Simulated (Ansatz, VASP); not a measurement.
# Ga4As3P: VASP beside Ansatz

```
CELL_PARAMETERS angstrom
-2.86092 2.86092 5.72067
2.86092 -2.86092 5.72067
2.86092 2.86092 -5.72067
ATOMIC_POSITIONS crystal
P 0.00000 0.00000 0.00000
Ga 0.63332 0.63332 0.51236
Ga 0.87903 0.36668 0.00000
Ga 0.12097 0.12097 0.48764
Ga 0.36668 0.87903 0.00000
As 0.25000 0.75000 0.50000
As 0.50000 0.50000 0.00000
As 0.75000 0.25000 0.50000
```

Alike in both runs: task single point; functional r2SCAN; k mesh 6 × 6 × 6; no spin polarisation.

```csv
,VASP,Ansatz
version,VASP 6.6.1,Ansatz 0.2.0
potentials or method,"VASP PAW PBE potentials, release 64 (P, Ga_d, As)","plane waves, PAW"
plane-wave cutoff (eV),520,500
occupations,"gaussian, width 0.01 eV",fixed
valence electrons in the cell,72,102
```

```csv
,VASP,Ansatz,Ansatz less VASP
gap on the k mesh at the Fermi level (eV),0.81,0.82,+0.019
pressure (GPa),-3.8,-3.9,-0.04
rms of the force components (eV/Å),0.001,0.003,+0.0019
```

VASP's potentials were made for PBE, not for r2SCAN. VASP's potentials hold 72 valence electrons a cell and Ansatz's 102, so a difference there can come from the potentials and not from the codes.
